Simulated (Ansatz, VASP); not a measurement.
**CuO in VASP and in Ansatz**

The input INCAR:

```
PREC     = Accurate       # precision mode
ENCUT    = 520            # plane-wave cutoff, eV
EDIFF    = 1E-6           # SCF threshold, eV
ISMEAR   = 0              # smearing method
SIGMA    = 0.1            # smearing width, eV
LREAL    = F              # projectors in reciprocal space
LASPH    = T              # aspherical terms in the spheres
NELM     = 60             # most SCF steps
ALGO     = Normal         # electronic algorithm
ISIF     = 2              # what is computed and relaxed
LWAVE    = F              # write WAVECAR
LCHARG   = F              # write CHGCAR
GGA      = PE             # functional
NBANDS   = 16             # bands
```

The input KPOINTS:

```
Automatic mesh
0
Gamma
  22 22 22
```

The input POSCAR:

```
CuO
1.0
    0.0000000000      2.1006011015      2.1006011015
    2.1006011015      0.0000000000      2.1006011015
    2.1006011015      2.1006011015      0.0000000000
Cu O
1 1
Direct
    0.0000000000      0.0000000000      0.0000000000
    0.5000000000      0.5000000000      0.5000000000
```

Input for Ansatz:

```yaml
crystal:
  lattice:
    - [0.0, 2.1006011015, 2.1006011015]
    - [2.1006011015, 0.0, 2.1006011015]
    - [2.1006011015, 2.1006011015, 0.0]
  atoms:
    - { symbol: Cu, position: [0.0, 0.0, 0.0] }
    - { symbol: O, position: [0.5, 0.5, 0.5] }
basis:
  ecutwfc: 420
kpoints:
  mp_grid: { grid: [22, 22, 22] }
hamiltonian:
  xc: pbe
scf:
  occupations: { method: gaussian, width: 0.1 }
output:
  forces: true
  stress: true
  eigenvalues: true
```

Alike in both runs: task single point; functional PBE; k mesh 22 × 22 × 22; occupations gaussian, width 0.1 eV; no spin polarisation.

|  | VASP | Ansatz |
| --- | --- | --- |
| version | VASP 6.6.1 | Ansatz 0.2.0 |
| potentials or method | VASP PAW PBE potentials, release 64 (Cu, O), cutoff 520 eV | scalar-relativistic, plane waves, PAW |
| valence electrons in the cell | 17 | 25 |

```csv
,VASP,Ansatz,Ansatz less VASP
gap on the k mesh at the Fermi level (eV),none,none,-
pressure (GPa),6.1,5.8,-0.32
```

A gap of «none» marks a metal or a gap that the smearing closes. The functional is the same, so the differences come from potentials, cutoffs and numerics. VASP's potentials hold 17 valence electrons a cell and Ansatz's 25, so a difference there can come from the potentials and not from the codes.
